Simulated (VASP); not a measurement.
# Pt (Fm-3m) in VASP: notebook

The runs below take Pt through single point, with PBE.

Everything below comes from runs of VASP 6.6.1. Logs are shortened: lines on timing, memory, paths and dates and some standing lists are left out, and cuts for length are marked.

## (1) The cell of the first run

Symmetry: Fm-3m, No. 225, cubic system. Conventional cell: a = 3.738 Å, b = 3.738 Å, c = 3.738 Å, α = 90.00°, β = 90.00°, γ = 90.00°. Within 3.5 Å of Pt (site symmetry m-3m) lie 12 Pt at 2.64 Å.

## (2) Single point, PBE

File INCAR:

```
SYSTEM = Pt
PREC     = Accurate       ! precision mode
ENCUT    = 520            ! plane-wave cutoff, eV
EDIFF    = 1E-6           ! SCF threshold, eV
ISMEAR   = -1             ! smearing method
SIGMA    = 0.1            ! smearing width, eV
LREAL    = .False.        ! projectors in reciprocal space
LASPH    = .True.         ! aspherical terms in the spheres
NELM     = 80             ! most SCF steps
ALGO     = Normal         ! electronic algorithm
ISIF     = 2              ! what is computed and relaxed
LWAVE    = .False.        ! write WAVECAR
LCHARG   = .False.        ! write CHGCAR
GGA      = PE             ! functional
NBANDS   = 11             ! bands
```

File KPOINTS:

```
regular mesh
0
Gamma
  14 14 14
  0 0 0
```

File POSCAR:

```
Pt
1.0
    0.0000000000      1.8690500000      1.8690500000
    1.8690500000      0.0000000000      1.8690500000
    1.8690500000      1.8690500000      0.0000000000
Pt
1
Direct
    0.0000000000      0.0000000000      0.0000000000
```

Potentials or basis: VASP PAW PBE potentials, release 64 (Pt).

On the command line:

```
$ cat potpaw_PBE.64/Pt/POTCAR > POTCAR
$ mpirun -np 1 vasp_std > vasp.out
```

OUTCAR:

```text
SYSTEM = Pt
   PREC = Accurate
   ENCUT = 520
   EDIFF = 1E-6
   ISMEAR = -1
   LREAL = .False.
   LASPH = .True.
   NELM = 80
   ISIF = 2
   GGA = PE

 ion  position               nearest neighbor table
   1  0.000  0.000  0.000-

  LATTYP: Found a face centered cubic cell.
 ALAT       =     3.7381000000

  Lattice vectors:

 A1 = (   0.0000000000,   1.8690500000,   1.8690500000)
 A2 = (   1.8690500000,   0.0000000000,   1.8690500000)
 A3 = (   1.8690500000,   1.8690500000,   0.0000000000)

Analysis of symmetry for initial positions (statically):
=====================================================================
 Subroutine PRICEL returns:
 Original cell was already a primitive cell.

 Routine SETGRP: Setting up the symmetry group for a
 face centered cubic supercell.

 Subroutine GETGRP returns: Found 48 space group operations
 (whereof 48 operations were pure point group operations)
 out of a pool of 48 trial point group operations.

The static configuration has the point symmetry O_h .

Analysis of symmetry for dynamics (positions and initial velocities):
=====================================================================
 Subroutine PRICEL returns:
 Original cell was already a primitive cell.

 Routine SETGRP: Setting up the symmetry group for a
 face centered cubic supercell.

 Subroutine GETGRP returns: Found 48 space group operations
 (whereof 48 operations were pure point group operations)
 out of a pool of 48 trial point group operations.

The dynamic configuration has the point symmetry O_h .

 Subroutine INISYM returns: Found 48 space group operations
 (whereof 48 operations are pure point group operations),
 and found     1 'primitive' translations

----------------------------------------------------------------------------------------

                                     Primitive cell

  volume of cell :      13.0585

  direct lattice vectors                    reciprocal lattice vectors
     0.000000000  1.869050000  1.869050000    -0.267515583  0.267515583  0.267515583
     1.869050000  0.000000000  1.869050000     0.267515583 -0.267515583  0.267515583
     1.869050000  1.869050000  0.000000000     0.267515583  0.267515583 -0.267515583

  length of vectors
     2.643235859  2.643235859  2.643235859     0.463350581  0.463350581  0.463350581

  position of ions in fractional coordinates (direct lattice)
     0.000000000  0.000000000  0.000000000

  ion indices of the primitive-cell ions
   primitive index   ion index
                 1           1

----------------------------------------------------------------------------------------

 KPOINTS: regular mesh

Automatic generation of k-mesh.
 Grid dimensions read from file:
 generate k-points for:   14   14   14

 Generating k-lattice:

  Cartesian coordinates                     Fractional coordinates (reciprocal lattice)
    -0.019108256  0.019108256  0.019108256     0.071428571  0.000000000  0.000000000
     0.019108256 -0.019108256  0.019108256     0.000000000  0.071428571  0.000000000
     0.019108256  0.019108256 -0.019108256     0.000000000  0.000000000  0.071428571

  Length of vectors
     0.033096470  0.033096470  0.033096470

  Shift w.r.t. Gamma in fractional coordinates (k-lattice)
     0.000000000  0.000000000  0.000000000

 Subroutine IBZKPT returns following result:
 ===========================================

 Found    104 irreducible k-points:

 Following reciprocal coordinates:
            Coordinates               Weight
  0.000000  0.000000  0.000000      1.000000
  0.071429  0.000000  0.000000      8.000000
  0.142857  0.000000  0.000000      8.000000
  0.214286  0.000000  0.000000      8.000000
  0.285714  0.000000  0.000000      8.000000
  0.357143  0.000000  0.000000      8.000000
[... 16 lines left out ...]
  0.214286  0.142857  0.000000     24.000000
  0.285714  0.142857  0.000000     24.000000
 [... further k-points ...]
   k-points           NKPTS =    104   k-points in BZ     NKDIM =    104   number of bands    NBANDS=     11
   number of dos      NEDOS =    301   number of ions     NIONS =      1
   total plane-waves  NPLWV =   8000
   dimension x,y,z NGX =    20 NGY =   20 NGZ =   20
   dimension x,y,z NGXF=    40 NGYF=   40 NGZF=   40
   ions per type =               1
   NGX,Y,Z   is equivalent  to a cutoff of  12.58, 12.58, 12.58 a.u.
   NGXF,Y,Z  is equivalent  to a cutoff of  25.16, 25.16, 25.16 a.u.
 SYSTEM =  Pt
   PREC   = accura    normal or accurate (medium, high low for compatibility)
   ISTART =      0    job   : 0-new  1-cont  2-samecut
   ICHARG =      2    charge: 1-file 2-atom 10-const
   ISPIN  =      1    spin polarized calculation?
   LNONCOLLINEAR =      F non collinear calculations
   LSORBIT =      F    spin-orbit coupling
   LASPH  =      T    aspherical Exc in radial PAW
   ENCUT  =  520.0 eV  38.22 Ry    6.18 a.u.   4.91  4.91  4.91*2*pi/ulx,y,z
   NELM   =     80;   NELMIN=  2; NELMDL= -5     # of ELM steps
   EDIFF  = 0.1E-05   stopping-criterion for ELM
   LREAL  =      F    real-space projection
   EDIFFG = 0.1E-04   stopping-criterion for IOM
   NSW    =      0    number of steps for IOM
   IBRION =     -1    ionic relax: 0-MD 1-quasi-New 2-CG
   NFREE  =      0    steps in history (QN), initial steepest desc. (CG)
   ISIF   =      2    stress and relaxation
   ISYM   =      2    0-nonsym 1-usesym 2-fastsym
   POTIM  = 0.5000    time-step for ionic-motion
   TEBEG  =    0.0;   TEEND  =   0.0 temperature during run
   PSTRESS=    0.0 pullay stress
   NELECT =      10.0000    total number of electrons
   NUPDOWN=      -1.0000    fix difference up-down
   EMIN   =  10.00;   EMAX   =-10.00  energy-range for DOS
   EFERMI =   0.00;   METHOD = LEGACY
   ISMEAR =    -1;   SIGMA  =   0.10  broadening in eV -4-tet -1-fermi 0-gaus
   EFERMI_NEDOS =   21; number of points for ismear=-14 and -15
   IALGO  =     38    algorithm
   IMIX   =      4    mixing-type and parameters
     AMIX     =   0.40;   BMIX     =  1.00
     AMIX_MAG =   1.60;   BMIX_MAG =  1.00
  volume/ion in A,a.u.               =      13.06        88.12
  Fermi-wavevector in a.u.,A,eV,Ry     =   1.497766  2.830367 30.521982  2.243302
  Thomas-Fermi vector in A             =   2.609611
   LORBIT       =      0    0 simple, 1 ext, 2 COOP (PROOUT), +10 PAW based schemes
   GGA     = PE    functional components
   LHFCALC =     F    Hartree Fock is set to
   AEXX    =    0.0000 exact exchange contribution
   IVDW    =     0    specifies the selected vdW correction
   LEPSILON=     F    determine dielectric tensor
   LRPA    =     F    only Hartree local field effects (RPA)
 non-spin polarized calculation
  energy-cutoff  :      520.00
  volume of cell :       13.06
 maximum number of plane-waves:       362
   NGX =  9   NGY =  9   NGZ =  9

 number of electron      10.0000001 magnetization

 Free energy of the ion-electron system (eV)
  ---------------------------------------------------
  ext. energy  EPLUGINS =         0.00000000
  ---------------------------------------------------
  free energy    TOTEN  =        -5.65022044 eV

  energy without entropy =       -5.60855303  energy(sigma->0) =       -5.62938674

 E-fermi :  14.2840     XC(G=0): -14.3685

 val. band max:       14.2536276161   @ k =   0.5000   0.3571   0.0714
 cond. band min:      14.3043099153   @ k =   0.4286   0.1429   0.0000
 fundamental gap:      0.0506822992
 Fermi energy:        14.2839692159

 k-point     1 :       0.0000    0.0000    0.0000
  band No.  band energies     occupation
      1       2.3251      2.00000
      2       9.4930      2.00000
      3       9.4930      2.00000
      4       9.4930      2.00000
      5      12.2238      2.00000
      6      12.2238      2.00000
      7      28.3506      0.00000
      8      34.1605      0.00000
      9      34.1605      0.00000
     10      34.1605      0.00000
     11      40.0581      0.00000

 k-point     2 :       0.0714    0.0000    0.0000
  band No.  band energies     occupation
      1       2.5624      2.00000
      2       9.3740      2.00000
      3       9.5925      2.00000
      4       9.5925      2.00000
      5      12.1614      2.00000
      6      12.1614      2.00000
      7      28.7557      0.00000
      8      33.1049      0.00000
      9      34.5577      0.00000
     10      34.5577      0.00000
     11      41.3468      0.00000

 k-point     3 :       0.1429    0.0000    0.0000
  band No.  band energies     occupation
      1       3.2300      2.00000
      2       9.1075      2.00000
      3       9.8236      2.00000
      4       9.8236      2.00000
      5      12.0644      2.00000
      6      12.0644      2.00000
      7      29.7831      0.00000
      8      31.1979      0.00000
      9      35.6985      0.00000
     10      35.6985      0.00000
     11      42.1387      0.00000

 k-point     4 :       0.2143    0.0000    0.0000
  band No.  band energies     occupation
      1       4.1561      2.00000
      2       8.9581      2.00000
      3       9.9700      2.00000
      4       9.9700      2.00000
      5      12.1927      2.00000
      6      12.1927      2.00000
      7      29.1024      0.00000
      8      30.9541      0.00000
      9      37.4336      0.00000
     10      37.4336      0.00000
     11      39.6806      0.00000
[... 239 lines left out ...]
 k-point    22 :       0.1429    0.1429    0.0000
  band No.  band energies     occupation
      1       3.5418      2.00000
      2       8.6520      2.00000
      3      10.1887      2.00000
      4      10.1887      2.00000
      5      11.2751      2.00000
      6      12.5741      2.00000
      7      30.4200      0.00000
      8      32.5533      0.00000
      9      34.5172      0.00000
     10      34.5172      0.00000
     11      43.6565      0.00000

 k-point    23 :       0.2143    0.1429    0.0000
  band No.  band energies     occupation
      1       4.2738      2.00000
      2       8.3071      2.00000
      3      10.3183      2.00000
      4      10.5133      2.00000
      5      11.2128      2.00000
      6      12.7760      2.00000
      7      31.3122      0.00000
      8      31.5568      0.00000
      9      34.6456      0.00000
     10      35.2146      0.00000
     11      41.1971      0.00000

 k-point    24 :       0.2857    0.1429    0.0000
  band No.  band energies     occupation
      1       5.1720      2.00000
      2       8.1473      2.00000
      3       9.8821      2.00000
      4      10.6386      2.00000
      5      12.0465      2.00000
      6      13.1880      1.99997
      7      29.3398      0.00000
      8      32.1428      0.00000
      9      34.6769      0.00000
     10      35.5269      0.00000
     11      40.6240      0.00000

 [... further k-points ...]

------------------------ aborting loop because EDIFF is reached ----------------------------------------

  FORCE on cell =-STRESS in cart. coord.  units (eV):
  Direction    XX          YY          ZZ          XY          YZ          ZX
  --------------------------------------------------------------------------------------
  -------------------------------------------------------------------------------------
  Total        5.9107016      5.9107016      5.9107016      0.0000000     -0.0000000      0.0000000
  in kB      725.1984468    725.1984468    725.1984468      0.0000000     -0.0000000      0.0000000
  external PRESSURE =     725.1984468 kB  Pullay stress =       0.0000000 kB

 VOLUME and BASIS-vectors are now :
 -----------------------------------------------------------------------------
  energy-cutoff  :      520.00
  volume of cell :       13.06
      direct lattice vectors                 reciprocal lattice vectors
     0.000000000  1.869050000  1.869050000    -0.267515583  0.267515583  0.267515583
     1.869050000  0.000000000  1.869050000     0.267515583 -0.267515583  0.267515583
     1.869050000  1.869050000  0.000000000     0.267515583  0.267515583 -0.267515583

 POSITION                                       TOTAL-FORCE (eV/Angst)
 -----------------------------------------------------------------------------------
      0.00000      0.00000      0.00000         0.000000      0.000000      0.000000
 -----------------------------------------------------------------------------------
    total drift:                                0.000000     -0.000000     -0.000000

  FREE ENERGIE OF THE ION-ELECTRON SYSTEM (eV)
  ---------------------------------------------------
  free  energy   TOTEN  =        -5.6502204422 eV

  energy  without entropy=       -5.6085530290  energy(sigma->0) =       -5.62938674
```

Run time: 5.6 s. Hardware: 1 thread of Intel Xeon 6975P-C, shared host; peak memory 0.14 GiB.

Results:

| Quantity | Value |
| --- | --- |
| Free energy | -5.6502 eV |
| Pressure | 72.5 GPa |
| Band gap on the k mesh | zero (band 5 reaches 14.95 eV, above the bottom of band 6 at 12.06 eV) |

Caveat: spin-orbit coupling is left out, which moves the levels of the heavy elements.

(Continued in part 2 of 2.)
